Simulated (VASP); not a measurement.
Write the native input for VASP 6.6.1 that does the following.

```
Task                   : single point
Functional             : PBE
Potentials or basis    : VASP PAW PBE potentials, release 64 (Al, Ga_d, N)
Cutoff                 : 520 eV
k mesh                 : 2 × 2 × 2, shifted
Occupations            : fermi-dirac, width 0.01 eV
Spin                   : no spin polarisation
Dipole correction      : no
Further INCAR settings : LREAL = Auto; ALGO = Normal; EDIFF = 1e-07; NBANDS = 91
```

The structure of Al15GaN16 (a cell with a defect) lies in POSCAR:

```
Al15GaN16
1.0
    6.2595139128      0.0000000578      0.0000000000
   -3.1297570064      5.4208980350      0.0000000000
    0.0000000000      0.0000000000     10.0348065929
Al Ga N
15 1 16
Direct
    0.3347338190      0.1672689971      0.2485687292
    0.3349346125      0.1672524408      0.7507160613
    0.1674125858      0.3348039512      0.9995708459
    0.3353054107      0.6683614044      0.2484338118
    0.1676456948      0.8352245131      0.4999024258
    0.3350759617      0.6688336446      0.7508429339
    0.1671292530      0.8346150756      0.9997803008
    0.8336150208      0.1667213108      0.2483793233
    0.6667827506      0.3343463274      0.4998087776
    0.8334531705      0.1672759097      0.7508365848
    0.6676217221      0.3350577011      0.9997515466
    0.8347026702      0.6673737831      0.2496200165
    0.6681996025      0.8340523218      0.5001184224
    0.8345119006      0.6674721421      0.7497185217
    0.6676844964      0.8344200163      0.9996206534
    0.1662724720      0.3358608125      0.4993697228
    0.3359245766      0.1660419450      0.4377927589
    0.1688634801      0.3331085126      0.1895525706
    0.3332422104      0.1689462107      0.9401865169
    0.1689196071      0.3334759490      0.6950985641
    0.3386237734      0.6780732235      0.4378324901
    0.1685856365      0.8328002245      0.1890927736
    0.3332158244      0.6696598401      0.9403161621
    0.1690268387      0.8332079388      0.6896743586
    0.8243047282      0.1637834147      0.4377899246
    0.6692138212      0.3335270555      0.1890466137
    0.8324205393      0.1687787866      0.9402385937
    0.6688175963      0.3329408082      0.6895828455
    0.8333791710      0.6686348615      0.4397122727
    0.6694881668      0.8325514337      0.1888554509
    0.8330341392      0.6689708821      0.9392620454
    0.6690555113      0.8332723675      0.6899463370
```

One way to write it, as run:

INCAR

```
PREC = Accurate ; ENCUT = 520
EDIFF = 1E-7 ; ISMEAR = -1
SIGMA = 0.01 ; LREAL = Auto
LASPH = T ; NELM = 60
ALGO = Normal ; ISIF = 2
LWAVE = F ; LCHARG = F
GGA = PE ; NBANDS = 91
```

KPOINTS

```
Automatic mesh
0
Gamma
  2 2 2
  0.5 0.5 0.5
```

Potentials or basis: VASP PAW PBE potentials, release 64 (Al, Ga_d, N).

Run with:

```console
$ cat potpaw_PBE.64/Al/POTCAR potpaw_PBE.64/Ga_d/POTCAR potpaw_PBE.64/N/POTCAR > POTCAR
$ mpirun -np 1 vasp_std > vasp.out
```

It gave:

| Quantity | Value |
| --- | --- |
| Pressure | 1.1 GPa |
| Largest force | 0.255 eV/Å |
| Band gap on the k mesh | 5.11 eV |

Caveat: the k points lie up to 0.58 Å⁻¹ apart.

It used 850 s of CPU time on 1 thread of Intel(R) Xeon(R) Platinum 8488C (Sapphire Rapids), with other jobs on the host.
